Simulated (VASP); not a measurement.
# As (Fm-3m) in VASP: a series of runs

The runs below take As through single point, with BLYP.

Program: VASP 6.6.1. These are calculated values, not measurements. Logs are shortened: lines on timing, memory, paths and dates and some standing lists are left out, and cuts for length are marked.

**1. The cell of the first run**

Symmetry: Fm-3m, No. 225, cubic system. The conventional cell has a = 4.525 Å, b = 4.525 Å, c = 4.525 Å, α = 90.00°, β = 90.00°, γ = 90.00°. As (site symmetry m-3m) has 12 As at 3.20 Å within 4.2 Å.

**2. Single point, BLYP (volume scaled by 1.08)**

Contents of INCAR:

```
SYSTEM = As
AGGAC = 1.0 ; AGGAX = 1.0
ALDAC = 0.0 ; ALDAX = 1.0
ALGO = Normal ; EDIFF = 1E-6
ENCUT = 520 ; GGA = B5
ISIF = 2 ; ISMEAR = -1
LASPH = .TRUE. ; LCHARG = .FALSE.
LREAL = .FALSE. ; LWAVE = .FALSE.
NBANDS = 8 ; NELM = 60
PREC = Accurate ; SIGMA = 0.1
```

Contents of KPOINTS:

```
k-points
0
G
  14 14 14
  0 0 0
```

Contents of POSCAR:

```
As
1.0
    0.0000000000      2.2624021540      2.2624021540
    2.2624021540      0.0000000000      2.2624021540
    2.2624021540      2.2624021540      0.0000000000
As
1
Direct
    0.0000000000      0.0000000000      0.0000000000
```

Potentials or basis: VASP PAW PBE potentials, release 64 (As).

On the command line:

```sh
$ cat potpaw_PBE.64/As/POTCAR > POTCAR
$ mpirun -np 1 vasp_std > vasp.out
```

OUTCAR:

```text
SYSTEM = As
   EDIFF = 1E-6
   ENCUT = 520
   GGA = B5
   ISIF = 2
   ISMEAR = -1
   LASPH = .TRUE.
   LREAL = .FALSE.
   NELM = 60
   PREC = Accurate

 ion  position               nearest neighbor table
   1  0.000  0.000  0.000-

  LATTYP: Found a face centered cubic cell.
 ALAT       =     4.5248043080

  Lattice vectors:

 A1 = (   0.0000000000,   2.2624021540,   2.2624021540)
 A2 = (   2.2624021540,   0.0000000000,   2.2624021540)
 A3 = (   2.2624021540,   2.2624021540,   0.0000000000)

Analysis of symmetry for initial positions (statically):
=====================================================================
 Subroutine PRICEL returns:
 Original cell was already a primitive cell.

 Routine SETGRP: Setting up the symmetry group for a
 face centered cubic supercell.

 Subroutine GETGRP returns: Found 48 space group operations
 (whereof 48 operations were pure point group operations)
 out of a pool of 48 trial point group operations.

The static configuration has the point symmetry O_h .

Analysis of symmetry for dynamics (positions and initial velocities):
=====================================================================
 Subroutine PRICEL returns:
 Original cell was already a primitive cell.

 Routine SETGRP: Setting up the symmetry group for a
 face centered cubic supercell.

 Subroutine GETGRP returns: Found 48 space group operations
 (whereof 48 operations were pure point group operations)
 out of a pool of 48 trial point group operations.

The dynamic configuration has the point symmetry O_h .

 Subroutine INISYM returns: Found 48 space group operations
 (whereof 48 operations are pure point group operations),
 and found     1 'primitive' translations

----------------------------------------------------------------------------------------

                                     Primitive cell

  volume of cell :      23.1600

  direct lattice vectors                    reciprocal lattice vectors
     0.000000000  2.262402154  2.262402154    -0.221004033  0.221004033  0.221004033
     2.262402154  0.000000000  2.262402154     0.221004033 -0.221004033  0.221004033
     2.262402154  2.262402154  0.000000000     0.221004033  0.221004033 -0.221004033

  length of vectors
     3.199519810  3.199519810  3.199519810     0.382790214  0.382790214  0.382790214

  position of ions in fractional coordinates (direct lattice)
     0.000000000  0.000000000  0.000000000

  ion indices of the primitive-cell ions
   primitive index   ion index
                 1           1

----------------------------------------------------------------------------------------

 KPOINTS: k-points

Automatic generation of k-mesh.
 Grid dimensions read from file:
 generate k-points for:   14   14   14

 Generating k-lattice:

  Cartesian coordinates                     Fractional coordinates (reciprocal lattice)
    -0.015786002  0.015786002  0.015786002     0.071428571  0.000000000  0.000000000
     0.015786002 -0.015786002  0.015786002     0.000000000  0.071428571  0.000000000
     0.015786002  0.015786002 -0.015786002     0.000000000  0.000000000  0.071428571

  Length of vectors
     0.027342158  0.027342158  0.027342158

  Shift w.r.t. Gamma in fractional coordinates (k-lattice)
     0.000000000  0.000000000  0.000000000

 Subroutine IBZKPT returns following result:
 ===========================================

 Found    104 irreducible k-points:

 Following reciprocal coordinates:
            Coordinates               Weight
  0.000000  0.000000  0.000000      1.000000
  0.071429  0.000000  0.000000      8.000000
  0.142857  0.000000  0.000000      8.000000
  0.214286  0.000000  0.000000      8.000000
  0.285714  0.000000  0.000000      8.000000
  0.357143  0.000000  0.000000      8.000000
[... 16 lines left out ...]
  0.214286  0.142857  0.000000     24.000000
  0.285714  0.142857  0.000000     24.000000
 [... further k-points ...]
   k-points           NKPTS =    104   k-points in BZ     NKDIM =    104   number of bands    NBANDS=      8
   number of dos      NEDOS =    301   number of ions     NIONS =      1
   total plane-waves  NPLWV =  13824
   dimension x,y,z NGX =    24 NGY =   24 NGZ =   24
   dimension x,y,z NGXF=    48 NGYF=   48 NGZF=   48
   ions per type =               1
   NGX,Y,Z   is equivalent  to a cutoff of  12.47, 12.47, 12.47 a.u.
   NGXF,Y,Z  is equivalent  to a cutoff of  24.94, 24.94, 24.94 a.u.
 SYSTEM =  As
   PREC   = accura    normal or accurate (medium, high low for compatibility)
   ISTART =      0    job   : 0-new  1-cont  2-samecut
   ICHARG =      2    charge: 1-file 2-atom 10-const
   ISPIN  =      1    spin polarized calculation?
   LNONCOLLINEAR =      F non collinear calculations
   LSORBIT =      F    spin-orbit coupling
   LASPH  =      T    aspherical Exc in radial PAW
   ENCUT  =  520.0 eV  38.22 Ry    6.18 a.u.   5.95  5.95  5.95*2*pi/ulx,y,z
   NELM   =     60;   NELMIN=  2; NELMDL= -5     # of ELM steps
   EDIFF  = 0.1E-05   stopping-criterion for ELM
   LREAL  =      F    real-space projection
   EDIFFG = 0.1E-04   stopping-criterion for IOM
   NSW    =      0    number of steps for IOM
   IBRION =     -1    ionic relax: 0-MD 1-quasi-New 2-CG
   NFREE  =      0    steps in history (QN), initial steepest desc. (CG)
   ISIF   =      2    stress and relaxation
   ISYM   =      2    0-nonsym 1-usesym 2-fastsym
   POTIM  = 0.5000    time-step for ionic-motion
   TEBEG  =    0.0;   TEEND  =   0.0 temperature during run
   PSTRESS=    0.0 pullay stress
   NELECT =       5.0000    total number of electrons
   NUPDOWN=      -1.0000    fix difference up-down
   EMIN   =  10.00;   EMAX   =-10.00  energy-range for DOS
   EFERMI =   0.00;   METHOD = LEGACY
   ISMEAR =    -1;   SIGMA  =   0.10  broadening in eV -4-tet -1-fermi 0-gaus
   EFERMI_NEDOS =   21; number of points for ismear=-14 and -15
   IALGO  =     38    algorithm
   IMIX   =      4    mixing-type and parameters
     AMIX     =   0.40;   BMIX     =  1.00
     AMIX_MAG =   1.60;   BMIX_MAG =  1.00
  volume/ion in A,a.u.               =      23.16       156.29
  Fermi-wavevector in a.u.,A,eV,Ry     =   0.982091  1.855883 13.122854  0.964503
  Thomas-Fermi vector in A             =   2.113147
   LORBIT       =      0    0 simple, 1 ext, 2 COOP (PROOUT), +10 PAW based schemes
   GGA     = B5    functional components
   LHFCALC =     F    Hartree Fock is set to
   AEXX    =    0.0000 exact exchange contribution
   IVDW    =     0    specifies the selected vdW correction
   LEPSILON=     F    determine dielectric tensor
   LRPA    =     F    only Hartree local field effects (RPA)
 non-spin polarized calculation
  energy-cutoff  :      520.00
  volume of cell :       23.16
 maximum number of plane-waves:       637
   NGX = 11   NGY = 11   NGZ = 11

 number of electron       5.0000000 magnetization

 Free energy of the ion-electron system (eV)
  ---------------------------------------------------
  ext. energy  EPLUGINS =         0.00000000
  ---------------------------------------------------
  free energy    TOTEN  =        -3.25669862 eV

  energy without entropy =       -3.22750950  energy(sigma->0) =       -3.24210406

 E-fermi :   4.9576     XC(G=0):  -9.2537

 val. band max:        4.9328468617   @ k =  -0.4286   0.5000   0.0714
 cond. band min:       5.0410986163   @ k =  -0.4286   0.2143   0.0714
 fundamental gap:      0.1082517547
 Fermi energy:         4.9575836769

 k-point     1 :       0.0000    0.0000    0.0000
  band No.  band energies     occupation
      1      -8.6537      2.00000
      2       9.1183      0.00000
      3       9.1183      0.00000
      4       9.1183      0.00000
      5      16.4508      0.00000
      6      16.6894      0.00000
      7      16.6894      0.00000
      8      16.6894      0.00000

 k-point     2 :       0.0714    0.0000    0.0000
  band No.  band energies     occupation
      1      -8.5570      2.00000
      2       8.4011      0.00000
      3       9.0312      0.00000
      4       9.0312      0.00000
      5      16.1479      0.00000
      6      16.8776      0.00000
      7      16.8776      0.00000
      8      17.0658      0.00000

 k-point     3 :       0.1429    0.0000    0.0000
  band No.  band energies     occupation
      1      -8.2700      2.00000
      2       6.7719      0.00000
      3       8.8073      0.00000
      4       8.8073      0.00000
      5      15.3595      0.00000
      6      17.2814      0.00000
      7      17.2814      0.00000
      8      18.3444      0.00000

 k-point     4 :       0.2143    0.0000    0.0000
  band No.  band energies     occupation
      1      -7.8029      2.00000
      2       4.8732      1.39856
      3       8.5253      0.00000
      4       8.5253      0.00000
      5      14.7025      0.00000
      6      17.3387      0.00000
      7      17.3387      0.00000
      8      19.6908      0.00000

 k-point     5 :       0.2857    0.0000    0.0000
  band No.  band energies     occupation
      1      -7.1800      2.00000
      2       3.0114      2.00000
      3       8.2548      0.00000
      4       8.2548      0.00000
      5      14.2227      0.00000
      6      16.8600      0.00000
      7      16.8600      0.00000
      8      19.7343      0.00000
[... 177 lines left out ...]
 k-point    22 :       0.1429    0.1429    0.0000
  band No.  band energies     occupation
      1      -8.1414      2.00000
      2       7.3152      0.00000
      3       8.0291      0.00000
      4       8.0291      0.00000
      5      14.4677      0.00000
      6      16.7538      0.00000
      7      18.4585      0.00000
      8      18.4585      0.00000

 k-point    23 :       0.2143    0.1429    0.0000
  band No.  band energies     occupation
      1      -7.7964      2.00000
      2       6.0030      0.00006
      3       7.6260      0.00000
      4       7.7933      0.00000
      5      14.1371      0.00000
      6      15.9000      0.00000
      7      18.4631      0.00000
      8      19.0756      0.00000

 k-point    24 :       0.2857    0.1429    0.0000
  band No.  band energies     occupation
      1      -7.2806      2.00000
      2       4.3086      1.99697
      3       7.3130      0.00000
      4       7.4225      0.00000
      5      14.0510      0.00000
      6      15.6509      0.00000
      7      18.2416      0.00000
      8      19.0222      0.00000

 [... further k-points ...]
[... 5 lines left out ...]
  --------------------------------------------------------------------------------------
  -------------------------------------------------------------------------------------
  Total       -0.5499676     -0.5499676     -0.5499676     -0.0000000      0.0000000     -0.0000000
  in kB      -38.0459389    -38.0459389    -38.0459389     -0.0000000      0.0000000     -0.0000000
  external PRESSURE =     -38.0459389 kB  Pullay stress =       0.0000000 kB

 VOLUME and BASIS-vectors are now :
 -----------------------------------------------------------------------------
  energy-cutoff  :      520.00
  volume of cell :       23.16
      direct lattice vectors                 reciprocal lattice vectors
     0.000000000  2.262402154  2.262402154    -0.221004033  0.221004033  0.221004033
     2.262402154  0.000000000  2.262402154     0.221004033 -0.221004033  0.221004033
     2.262402154  2.262402154  0.000000000     0.221004033  0.221004033 -0.221004033

 POSITION                                       TOTAL-FORCE (eV/Angst)
 -----------------------------------------------------------------------------------
      0.00000      0.00000      0.00000         0.000000     -0.000000     -0.000000
 -----------------------------------------------------------------------------------
    total drift:                                0.000000     -0.000000     -0.000000

  FREE ENERGIE OF THE ION-ELECTRON SYSTEM (eV)
  ---------------------------------------------------
  free  energy   TOTEN  =        -3.2566986204 eV

  energy  without entropy=       -3.2275095035  energy(sigma->0) =       -3.24210406
```

Run time: 10 s. Hardware: 1 thread of AMD EPYC 9R45 (Zen 5), shared host; peak memory 0.11 GiB.

Results:

| Property | Result |
| --- | --- |
| Free energy | -3.2567 eV |
| Pressure | -3.8 GPa |

Levels at points of the mesh, in eV from the Fermi level:
| k point | band 1 | band 2 | band 3 | band 4 | band 5 | band 6 |
| --- | --- | --- | --- | --- | --- | --- |
| (0.00, 0.00, 0.00) | -13.61 | 4.16 | 4.16 | 4.16 | 11.49 | 11.73 |
| (0.50, 0.00, 0.00) | -10.44 | -5.34 | 2.90 | 2.90 | 8.71 | 10.89 |
| (0.50, 0.50, 0.00) | -9.18 | -4.52 | 0.34 | 0.34 | 5.32 | 6.10 |

Caveat: the PAW data sets were made with another functional, which shifts forces and pressure a little.

**3. Single point, BLYP (volume scaled by 1.12)**

Contents of INCAR:

```
SYSTEM = As
AGGAC = 1.0 ; AGGAX = 1.0
ALDAC = 0.0 ; ALDAX = 1.0
ALGO = Normal ; EDIFF = 1E-6
ENCUT = 520 ; GGA = B5
ISIF = 2 ; ISMEAR = -1
LASPH = .True. ; LCHARG = .True.
LELF = .True. ; LREAL = .False.
LVHAR = .True. ; LWAVE = .False.
NBANDS = 8 ; NELM = 100
PREC = Accurate ; SIGMA = 0.1
```

Contents of KPOINTS:

```
k-points
0
Gamma
  14 14 14
  0 0 0
```

Contents of POSCAR:

```
As
1.0
    0.0000000000      2.2899951436      2.2899951436
    2.2899951436      0.0000000000      2.2899951436
    2.2899951436      2.2899951436      0.0000000000
As
1
Direct
    0.0000000000      0.0000000000      0.0000000000
```

Potentials or basis: VASP PAW PBE potentials, release 64 (As).

On the command line:

```sh
$ cat potpaw_PBE.64/As/POTCAR > POTCAR
$ mpirun -np 1 vasp_std > vasp.out
```

Wall time 11 s (1 thread of AMD EPYC 9R45 (Zen 5), shared host); peak memory 0.11 GiB.

It converged, with:

```yaml
Free_energy: -3.2325 eV
Pressure: -5.2 GPa
```

Levels at points of the mesh, in eV from the Fermi level:
| k point | band 1 | band 2 | band 3 | band 4 | band 5 |
| --- | --- | --- | --- | --- | --- |
| (0.00, 0.00, 0.00) | -13.35 | 3.94 | 3.94 | 3.94 | 11.02 |
| (0.50, 0.00, 0.00) | -10.37 | -5.12 | 2.75 | 2.75 | 8.53 |
| (0.50, 0.50, 0.00) | -9.20 | -4.33 | 0.32 | 0.32 | 5.33 |

Caveat: the PAW data sets were made with another functional, which shifts forces and pressure a little.

(Part 1 of 2 ends here.)
